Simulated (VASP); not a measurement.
# Sc in VASP: a series of runs

Sc is run at these levels: LDA; tasks: single point.

All numbers are computed with VASP 6.6.1; they aren't measurements. Logs are shortened: lines on timing, memory, paths and dates and some standing lists are left out, and cuts for length are marked.

## (1) The cell of the first run

The cell holds a slab with vacuum, 2 atoms: a = 3.196 Å, b = 3.196 Å, c = 18.610 Å, α = 90.00°, β = 90.00°, γ = 60.00°.

## (2) Single point, LDA

Contents of INCAR:

```
PREC = Accurate
ENCUT = 520
EDIFF = 1E-7
ISMEAR = 0
SIGMA = 0.1
LREAL = False
LASPH = True
NELM = 80
ALGO = Normal
ISIF = 2
LWAVE = False
LCHARG = False
LDIPOL = True
IDIPOL = 3
DIPOL = 0.5 0.5 0.500
NBANDS = 18
```

Contents of KPOINTS:

```
Automatic mesh
0
Gamma
  6 6 1
```

Contents of POSCAR:

```
Sc
1.0
    3.1961226510      0.0000000000      0.0000000000
    1.5980613255      2.7679234093      0.0000000000
    0.0000000000      0.0000000000     18.6096232167
Sc
2
Direct
    0.0000000000      0.0000000000      0.4298851141
    0.3333333333      0.3333333333      0.5701148859
```

Potentials or basis: VASP PAW LDA potentials, release 64 (Sc_sv).

Command:

```sh
cat potpaw_LDA.64/Sc_sv/POTCAR > POTCAR
mpirun -np 1 vasp_std > vasp.out
```

OUTCAR:

```text
PREC = Accurate
   ENCUT = 520
   EDIFF = 1E-7
   ISMEAR = 0
   LREAL = False
   LASPH = True
   NELM = 80
   ISIF = 2

 ion  position               nearest neighbor table
   1  0.000  0.000  0.430-   2 3.20   2 3.20   2 3.20
   2  0.333  0.333  0.570-   1 3.20   1 3.20   1 3.20

  LATTYP: Found a hexagonal cell.
 ALAT       =     3.1961226509
 C/A-ratio  =     5.8225622885

  Lattice vectors:

 A1 = (  -1.5980613255,  -2.7679234093,   0.0000000000)
 A2 = (   3.1961226510,   0.0000000000,   0.0000000000)
 A3 = (   0.0000000000,   0.0000000000,  18.6096232167)

Analysis of symmetry for initial positions (statically):
=====================================================================
 Subroutine PRICEL returns:
 Original cell was already a primitive cell.

 Routine SETGRP: Setting up the symmetry group for a
 hexagonal supercell.

 Subroutine GETGRP returns: Found 12 space group operations
 (whereof  6 operations were pure point group operations)
 out of a pool of 24 trial point group operations.

The static configuration has the point symmetry C_3v.
 The point group associated with its full space group is D_3d.

Analysis of symmetry for dynamics (positions and initial velocities):
=====================================================================
 Subroutine PRICEL returns:
 Original cell was already a primitive cell.

 Routine SETGRP: Setting up the symmetry group for a
 hexagonal supercell.

 Subroutine GETGRP returns: Found 12 space group operations
 (whereof  6 operations were pure point group operations)
 out of a pool of 24 trial point group operations.

The dynamic configuration has the point symmetry C_3v.
 The point group associated with its full space group is D_3d.

 Subroutine INISYM returns: Found 12 space group operations
 (whereof  6 operations are pure point group operations),
 and found     1 'primitive' translations

----------------------------------------------------------------------------------------

                                     Primitive cell

  volume of cell :     164.6323

  direct lattice vectors                    reciprocal lattice vectors
     3.196122651  0.000000000  0.000000000     0.312879107 -0.180640836  0.000000000
     1.598061326  2.767923409  0.000000000     0.000000000  0.361281673  0.000000000
     0.000000000  0.000000000 18.609623217     0.000000000  0.000000000  0.053735639

  length of vectors
     3.196122651  3.196122651 18.609623217     0.361281673  0.361281673  0.053735639

[... 67 lines left out ...]
   NFREE  =      0    steps in history (QN), initial steepest desc. (CG)
   ISIF   =      2    stress and relaxation
   ISYM   =      2    0-nonsym 1-usesym 2-fastsym
   POTIM  = 0.5000    time-step for ionic-motion
   TEBEG  =    0.0;   TEEND  =   0.0 temperature during run
   PSTRESS=    0.0 pullay stress
   NELECT =      22.0000    total number of electrons
   NUPDOWN=      -1.0000    fix difference up-down
   EMIN   =  10.00;   EMAX   =-10.00  energy-range for DOS
   EFERMI =   0.00;   METHOD = LEGACY
   ISMEAR =     0;   SIGMA  =   0.10  broadening in eV -4-tet -1-fermi 0-gaus
   EFERMI_NEDOS =   21; number of points for ismear=-14 and -15
   IALGO  =     38    algorithm
   IMIX   =      4    mixing-type and parameters
     AMIX     =   0.40;   BMIX     =  1.00
     AMIX_MAG =   1.60;   BMIX_MAG =  1.00
  volume/ion in A,a.u.               =      82.32       555.50
  Fermi-wavevector in a.u.,A,eV,Ry     =   0.836972  1.581647  9.531172  0.700521
  Thomas-Fermi vector in A             =   1.950784
   LORBIT       =      0    0 simple, 1 ext, 2 COOP (PROOUT), +10 PAW based schemes
   GGA     = CA    functional components
   LHFCALC =     F    Hartree Fock is set to
   AEXX    =    0.0000 exact exchange contribution
   IVDW    =     0    specifies the selected vdW correction
   LEPSILON=     F    determine dielectric tensor
   LRPA    =     F    only Hartree local field effects (RPA)
 non-spin polarized calculation
 Gauss-broadening in eV      SIGMA  =   0.10
  energy-cutoff  :      520.00
  volume of cell :      164.63
 maximum number of plane-waves:      4476
   NGX = 11   NGY = 11   NGZ = 69

 dipolmoment           0.000000      0.000000      0.000000 electrons x Angstroem

 number of electron      21.9999993 magnetization

 dipolmoment           0.000000      0.000000     -0.000000 electrons x Angstroem

 Free energy of the ion-electron system (eV)
  ---------------------------------------------------
  ext. energy  EPLUGINS =         0.00000000
  ---------------------------------------------------
  free energy    TOTEN  =       -11.85128693 eV

  energy without entropy =      -11.82522975  energy(sigma->0) =      -11.83825834

 E-fermi :  -1.4577     XC(G=0):  -4.0437

 val. band max:       -1.4762821018   @ k =   0.0000   0.0000   0.0000
 cond. band min:      -1.4310866562   @ k =   0.0000   0.0000   0.0000
 fundamental gap:      0.0451954455
 Fermi energy:        -1.4576684135

 k-point     1 :       0.0000    0.0000    0.0000
  band No.  band energies     occupation
      1     -50.5436      2.00000
      2     -50.5038      2.00000
      3     -29.6788      2.00000
      4     -29.4374      2.00000
      5     -29.2866      2.00000
      6     -29.2866      2.00000
[... 124 lines left out ...]
      5     -29.5725      2.00000
      6     -29.4994      2.00000
[... 10 lines left out ...]
     17       1.3356      0.00000
     18       1.3356      0.00000

------------------------ aborting loop because EDIFF is reached ----------------------------------------

 vacuum level on the upper side and lower side of the slab       (xc-potential included)        -0.142        -0.142

  FORCE on cell =-STRESS in cart. coord.  units (eV):
  Direction    XX          YY          ZZ          XY          YZ          ZX
  --------------------------------------------------------------------------------------
  -------------------------------------------------------------------------------------
  Total       -1.2443782     -1.2443782     -1.4533231      0.0000000      0.0000000     -0.0000000
  in kB      -12.1101047    -12.1101047    -14.1435249      0.0000000      0.0000000     -0.0000000
  external PRESSURE =     -12.7879114 kB  Pullay stress =       0.0000000 kB

 VOLUME and BASIS-vectors are now :
 -----------------------------------------------------------------------------
  energy-cutoff  :      520.00
  volume of cell :      164.63
      direct lattice vectors                 reciprocal lattice vectors
     3.196122651  0.000000000  0.000000000     0.312879107 -0.180640836  0.000000000
     1.598061326  2.767923409  0.000000000     0.000000000  0.361281673  0.000000000
     0.000000000  0.000000000 18.609623217     0.000000000  0.000000000  0.053735639

 POSITION                                       TOTAL-FORCE (eV/Angst)
 -----------------------------------------------------------------------------------
      0.00000      0.00000      8.00000         0.000000      0.000000      0.550285
      1.59806      0.92264     10.60962        -0.000000     -0.000000     -0.550285
 -----------------------------------------------------------------------------------
    total drift:                                0.000000      0.000000     -0.000000

  FREE ENERGIE OF THE ION-ELECTRON SYSTEM (eV)
  ---------------------------------------------------
  free  energy   TOTEN  =       -11.8512869270 eV

  energy  without entropy=      -11.8252297475  energy(sigma->0) =      -11.83825834

 vacuum level on the upper side and lower side of the slab         2.287         2.287
```

OSZICAR:

```text
N       E                     dE             d eps       ncg     rms          rms(c)
DAV:   1     0.417791328871E+03    0.41779E+03   -0.95240E+03   268   0.101E+03
DAV:   2     0.944983830344E+01   -0.40834E+03   -0.40001E+03   364   0.516E+02
DAV:   3    -0.133460614834E+02   -0.22796E+02   -0.22132E+02   430   0.162E+02
[... 13 lines left out ...]
DAV:  17    -0.118512715785E+02   -0.40985E-04   -0.38529E-06   222   0.105E-02    0.799E-04
DAV:  18    -0.118512850101E+02   -0.13432E-04   -0.13454E-06   244   0.725E-03    0.484E-04
DAV:  19    -0.118512863285E+02   -0.13184E-05   -0.12913E-07   236   0.398E-03    0.114E-04
DAV:  20    -0.118512868843E+02   -0.55581E-06   -0.45996E-08   190   0.879E-04    0.110E-04
DAV:  21    -0.118512869270E+02   -0.42656E-07   -0.42414E-09   158   0.778E-04
   1 F= -.11851287E+02 E0= -.11838258E+02  d E =-.260572E-01
```

Run time: 45 s. Hardware: 1 thread of Intel Xeon 8259CL, shared host; peak memory 0.2 GiB.

What came out:

- Free energy: -11.8513 eV
- Largest force: 0.550 eV/Å

Forces in eV/Å, atoms in the order of the input:
```
Sc   0.000  0.000  0.550
Sc   0.000  0.000 -0.550
```

Levels at points of the mesh, in eV from the Fermi level:
```
           k point  band 9  band 10  band 11  band 12  band 13  band 14
(0.00, 0.00, 0.00)   -4.53    -2.95    -0.02     0.03     0.86     1.39
(0.50, 0.00, 0.00)   -1.38    -1.35    -0.58     0.35     0.81     1.21
```

Caveat: the k points lie up to 0.38 Å⁻¹ apart.

## (3) Single point, LDA

This run uses another cell than the first one: it holds 3 atoms, not 2.

Contents of INCAR:

```
ALGO = Normal
DIPOL = 0.5 0.5 0.500
EDIFF = 1E-6
ENCUT = 520
IDIPOL = 3
ISIF = 2
ISMEAR = 0
LASPH = T
LCHARG = F
LDIPOL = T
LREAL = F
LWAVE = F
NBANDS = 24
NELM = 60
PREC = Accurate
SIGMA = 0.1
```

Contents of KPOINTS:

```
k-points
0
Gamma
  6 6 1
```

Contents of POSCAR:

```
Sc
1.0
    3.1961226510      0.0000000000      0.0000000000
    1.5980613255      2.7679234093      0.0000000000
    0.0000000000      0.0000000000     21.2192464335
Sc
3
Direct
    0.0000000000      0.0000000000      0.3770162162
    0.3333333333      0.3333333333      0.5000000000
    0.6666666667      0.6666666667      0.6229837838
```

Potentials or basis: VASP PAW LDA potentials, release 64 (Sc_sv).

Command:

```sh
cat potpaw_LDA.64/Sc_sv/POTCAR > POTCAR
mpirun -np 1 vasp_std > vasp.out
```

It took 87 s on 1 thread of Intel Xeon 8259CL, shared host; peak memory 0.23 GiB.

Results (log left out):

* Free energy: -18.5180 eV
* Largest force: 0.266 eV/Å
* Band gap on the k mesh: zero (an odd number of electrons rules out a gap without spin polarisation)

Forces on the atoms (eV/Å):
```
Sc   0.000  0.000  0.266
Sc   0.000  0.000  0.000
Sc   0.000  0.000 -0.266
```

Levels at points of the mesh, in eV from the Fermi level:
```csv
k point,band 13,band 14,band 15,band 16,band 17,band 18,band 19,band 20,band 21,band 22
"(0.00, 0.00, 0.00)",-4.79,-3.77,-2.44,0.01,0.08,0.55,1.25,1.41,1.41,1.54
"(0.50, 0.00, 0.00)",-1.53,-1.43,-1.18,-0.59,-0.28,0.61,0.70,1.30,1.35,1.71
```

Caveat: the k points lie up to 0.38 Å⁻¹ apart, too coarse for converged energies and pressures of a metal.

## (4) Single point, LDA

This run uses another cell than the first one: it holds 4 atoms, not 2.

Contents of INCAR:

```
SYSTEM = Sc
ALGO = Normal
DIPOL = 0.5 0.5 0.500
EDIFF = 1E-6
ENCUT = 520
GGA = CA
IDIPOL = 3
ISIF = 2
ISMEAR = 0
LASPH = .TRUE.
LCHARG = .TRUE.
LDIPOL = .TRUE.
LELF = .TRUE.
LREAL = .FALSE.
LVACPOTAV = .TRUE.
LVHAR = .TRUE.
LWAVE = .FALSE.
NBANDS = 30
NELM = 100
PREC = Accurate
SIGMA = 0.1
```

Contents of KPOINTS:

```
k-points
0
G
  6 6 1
  0 0 0
```

Contents of POSCAR:

```
Sc
1.0
    3.1961226510      0.0000000000      0.0000000000
    1.5980613255      2.7679234093      0.0000000000
    0.0000000000      0.0000000000     23.8288696502
Sc
4
Direct
    0.0000000000      0.0000000000      0.3357272131
    0.3333333333      0.3333333333      0.4452424044
    0.6666666667      0.6666666667      0.5547575956
    0.0000000000      0.0000000000      0.6642727869
```

Command:

```sh
cat potpaw_LDA.64/Sc_sv/POTCAR > POTCAR
mpirun -np 1 vasp_std > vasp.out
```

Wall time 2.4 min (1 thread of Intel Xeon 8259CL, shared host); peak memory 0.25 GiB.

It converged, with:

| Quantity | Value |
| --- | --- |
| Free energy | -25.1928 eV |
| Largest force | 0.278 eV/Å |
| Band gap on the k mesh | zero (bands 22 and 23 overlap by 0.15 eV) |

Forces in eV/Å, atoms in the order of the input:
```
Sc   0.000  0.000  0.278
Sc   0.000  0.000 -0.269
Sc   0.000  0.000  0.269
Sc   0.000  0.000 -0.278
```

Levels at points of the mesh, in eV from the Fermi level:
| k point | band 18 | band 19 | band 20 | band 21 | band 22 | band 23 | band 24 | band 25 | band 26 | band 27 |
| --- | --- | --- | --- | --- | --- | --- | --- | --- | --- | --- |
| (0.00, 0.00, 0.00) | -4.25 | -3.25 | -2.24 | 0.01 | 0.04 | 0.45 | 0.81 | 1.38 | 1.41 | 1.41 |
| (0.50, 0.00, 0.00) | -1.52 | -1.29 | -1.27 | -0.64 | -0.45 | -0.08 | 0.60 | 0.71 | 1.13 | 1.27 |

Caveat: the k points lie up to 0.38 Å⁻¹ apart.

## (5) Single point, LDA

This run uses another cell than the first one: it holds 5 atoms, not 2.

Contents of INCAR:

```
SYSTEM = Sc
PREC = Accurate ; ENCUT = 520
EDIFF = 1E-6 ; ISMEAR = 0
SIGMA = 0.1 ; LREAL = .FALSE.
LASPH = .TRUE. ; NELM = 100
ALGO = Normal ; ISIF = 2
LWAVE = .FALSE. ; LCHARG = .FALSE.
LDIPOL = .TRUE. ; IDIPOL = 3
DIPOL = 0.5 0.5 0.500 ; NBANDS = 36
```

Contents of KPOINTS:

```
regular mesh
0
G
  6 6 1
  0 0 0
```

Contents of POSCAR:

```
Sc
1.0
    3.1961226510      0.0000000000      0.0000000000
    1.5980613255      2.7679234093      0.0000000000
    0.0000000000      0.0000000000     26.4384928669
Sc
5
Direct
    0.0000000000      0.0000000000      0.3025891090
    0.3333333333      0.3333333333      0.4012945545
    0.6666666667      0.6666666667      0.5000000000
    0.0000000000      0.0000000000      0.5987054455
    0.3333333333      0.3333333333      0.6974108910
```

Potentials or basis: VASP PAW LDA potentials, release 64 (Sc_sv).

Command:

```sh
cat potpaw_LDA.64/Sc_sv/POTCAR > POTCAR
mpirun -np 1 vasp_std > vasp.out
```

OUTCAR:

```text
SYSTEM = Sc
   PREC = Accurate
   ENCUT = 520
   EDIFF = 1E-6
   ISMEAR = 0
   LREAL = .FALSE.
   LASPH = .TRUE.
   NELM = 100
   ISIF = 2

 ion  position               nearest neighbor table
   1  0.000  0.000  0.303-   2 3.20   2 3.20   2 3.20
   2  0.333  0.333  0.401-   3 3.20   1 3.20   3 3.20   1 3.20   1 3.20   3 3.20
   3  0.667  0.667  0.500-   2 3.20   2 3.20   4 3.20   4 3.20   4 3.20   2 3.20
   4  0.000  0.000  0.599-   5 3.20   3 3.20   5 3.20   3 3.20   5 3.20   3 3.20
   5  0.333  0.333  0.697-   4 3.20   4 3.20   4 3.20

  LATTYP: Found a hexagonal cell.
 ALAT       =     3.1961226509
 C/A-ratio  =     8.2720520313

  Lattice vectors:

 A1 = (  -1.5980613255,  -2.7679234093,   0.0000000000)
 A2 = (   3.1961226510,   0.0000000000,   0.0000000000)
 A3 = (   0.0000000000,   0.0000000000,  26.4384928669)

Analysis of symmetry for initial positions (statically):
=====================================================================
 Subroutine PRICEL returns:
 Original cell was already a primitive cell.

 Routine SETGRP: Setting up the symmetry group for a
 hexagonal supercell.
[... 164 lines left out ...]
 Fermi energy:         0.1481665442

 k-point     1 :       0.0000    0.0000    0.0000
  band No.  band energies     occupation
      1     -48.9198      2.00000
      2     -48.9198      2.00000
      3     -48.5131      2.00000
      4     -48.4413      2.00000
      5     -48.4290      2.00000
      6     -27.9846      2.00000
[... 262 lines left out ...]
     35       0.8909      0.00000
     36       0.8909      0.00000

------------------------ aborting loop because EDIFF is reached ----------------------------------------

 vacuum level on the upper side and lower side of the slab       (xc-potential included)        -0.233        -0.233

  FORCE on cell =-STRESS in cart. coord.  units (eV):
  Direction    XX          YY          ZZ          XY          YZ          ZX
  --------------------------------------------------------------------------------------
  -------------------------------------------------------------------------------------
  Total       -2.0500371     -2.0500371     -1.7748308      0.0000000     -0.0000000      0.0000000
  in kB      -14.0429419    -14.0429419    -12.1577539      0.0000000     -0.0000000      0.0000000
  external PRESSURE =     -13.4145459 kB  Pullay stress =       0.0000000 kB

 VOLUME and BASIS-vectors are now :
 -----------------------------------------------------------------------------
  energy-cutoff  :      520.00
  volume of cell :      233.89
      direct lattice vectors                 reciprocal lattice vectors
     3.196122651  0.000000000  0.000000000     0.312879107 -0.180640836  0.000000000
     1.598061326  2.767923409  0.000000000     0.000000000  0.361281673  0.000000000
     0.000000000  0.000000000 26.438492867     0.000000000  0.000000000  0.037823639

 POSITION                                       TOTAL-FORCE (eV/Angst)
 -----------------------------------------------------------------------------------
      0.00000      0.00000      8.00000         0.000000     -0.000000      0.303389
      1.59806      0.92264     10.60962         0.000000      0.000000     -0.275291
      3.19612      1.84528     13.21925        -0.000000     -0.000000      0.000000
      0.00000      0.00000     15.82887        -0.000000      0.000000      0.275291
      1.59806      0.92264     18.43849        -0.000000      0.000000     -0.303389
 -----------------------------------------------------------------------------------
    total drift:                                0.000000      0.000000     -0.000000

  FREE ENERGIE OF THE ION-ELECTRON SYSTEM (eV)
  ---------------------------------------------------
  free  energy   TOTEN  =       -31.8815079788 eV

  energy  without entropy=      -31.8120294197  energy(sigma->0) =      -31.84676870

 vacuum level on the upper side and lower side of the slab         3.754         3.754
```

stdout:

```text
POSCAR found type information on POSCAR Sc
 POSCAR found :  1 types and       5 ions
 scaLAPACK will be used
 LDA part: xc-table for (Slater(with rela. corr.)+CA(PZ))
 , standard interpolation
 POSCAR, INCAR and KPOINTS ok, starting setup
 FFT: planning ... GRIDC
 FFT: planning ... GRID_SOFT
 FFT: planning ... GRID
 WAVECAR not read
 entering main loop
```

It took 3.5 min on 1 thread of Intel Xeon 8259CL, shared host; peak memory 0.26 GiB.

Results:

| Quantity | Value |
| --- | --- |
| Free energy | -31.8815 eV |
| Largest force | 0.303 eV/Å |
| Band gap on the k mesh | zero (an odd number of electrons rules out a gap without spin polarisation) |

Forces on the atoms (eV/Å):
```
Sc   0.000  0.000  0.303
Sc   0.000  0.000 -0.275
Sc   0.000  0.000  0.000
Sc   0.000  0.000  0.275
Sc   0.000  0.000 -0.303
```

Caveat: the k points lie up to 0.38 Å⁻¹ apart, too coarse for converged energies and pressures of a metal.

## (6) Overview

```tsv
cell	gap on the mesh (eV)	largest force (eV/Å)
a = 3.196, b = 3.196, c = 18.610 Å, angles 90.0, 90.0, 60.0°, 2 atoms, atomic positions A	-	0.55
a = 3.196, b = 3.196, c = 21.219 Å, angles 90.0, 90.0, 60.0°, 3 atoms, atomic positions B	none	0.27
a = 3.196, b = 3.196, c = 23.829 Å, angles 90.0, 90.0, 60.0°, 4 atoms, atomic positions C	none	0.28
a = 3.196, b = 3.196, c = 26.438 Å, angles 90.0, 90.0, 60.0°, 5 atoms, atomic positions D	none	0.30
```

Alike in all rows: task single point; level LDA; potentials or basis VASP PAW LDA potentials, release 64 (Sc_sv); no spin polarisation; k mesh 6 × 6 × 1; cutoff (eV) 520; smearing gaussian 0.1 eV.

Caveats: all runs use coarse meshes.

Total energies depend on the potentials used, so only differences within one code and one set of settings carry meaning.
